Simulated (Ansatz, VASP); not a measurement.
TePb in VASP and in Ansatz

The input INCAR:

```
PREC     = Accurate       # precision mode
ENCUT    = 500            # plane-wave cutoff, eV
EDIFF    = 1E-6           # SCF threshold, eV
ISMEAR   = 0              # smearing method
SIGMA    = 0.02           # smearing width, eV
LREAL    = F              # projectors in reciprocal space
LASPH    = T              # aspherical terms in the spheres
NELM     = 120            # most SCF steps
ALGO     = Normal         # electronic algorithm
ISIF     = 2              # what is computed and relaxed
LWAVE    = F              # write WAVECAR
LCHARG   = T              # write CHGCAR
GGA      = PE             # functional
LELF     = T              # ELF
LVHAR    = T            
NBANDS   = 17             # bands
GGA_COMPAT= F
```

File KPOINTS:

```
regular mesh
0
Gamma
  8 8 8
```

The input POSCAR:

```
TePb
1.0
    0.0000000000      3.3921249026      3.3921249026
    3.3921249026      0.0000000000      3.3921249026
    3.3921249026      3.3921249026      0.0000000000
Te Pb
1 1
Direct
    0.5000000000      0.5000000000      0.5000000000
    0.0000000000      0.0000000000      0.0000000000
```

Input for Ansatz:

```yaml
crystal:
  lattice:
    - [0.0, 3.3921249026, 3.3921249026]
    - [3.3921249026, 0.0, 3.3921249026]
    - [3.3921249026, 3.3921249026, 0.0]
  atoms:
    - { symbol: Te, position: [0.5, 0.5, 0.5] }
    - { symbol: Pb, position: [0.0, 0.0, 0.0] }
basis:
  ecutwfc: 420
kpoints:
  mp_grid: { grid: [8, 8, 8] }
hamiltonian:
  xc: pbe
scf:
  occupations: { method: gaussian, width: 0.02 }
output:
  forces: true
  stress: true
  eigenvalues: true
```

Alike in both runs: task single point; functional PBE; k mesh 8 × 8 × 8; occupations gaussian, width 0.02 eV; no spin polarisation.

|  | VASP | Ansatz |
| --- | --- | --- |
| version | VASP 6.6.1 | Ansatz 0.2.0 |
| potentials or method | VASP PAW PBE potentials, release 64 (Te, Pb_d), cutoff 500 eV | scalar-relativistic, plane waves, PAW |
| valence electrons in the cell | 20 | 30 |

Ansatz gave:

* gap on the k mesh at the Fermi level (eV): 0.97
* least direct gap on the mesh (eV): 0.97
* pressure (GPa): -3.0

Question: Which values does VASP return?

Answer: gap on the k mesh at the Fermi level (eV): 0.98; least direct gap on the mesh (eV): 0.98; pressure (GPa): -3.0.

With one functional, cell and mesh, what is left measures potentials, basis and numerics. VASP's potentials hold 20 valence electrons a cell and Ansatz's 30, so a difference there can come from the potentials and not from the codes.

Spin-orbit coupling is off throughout.
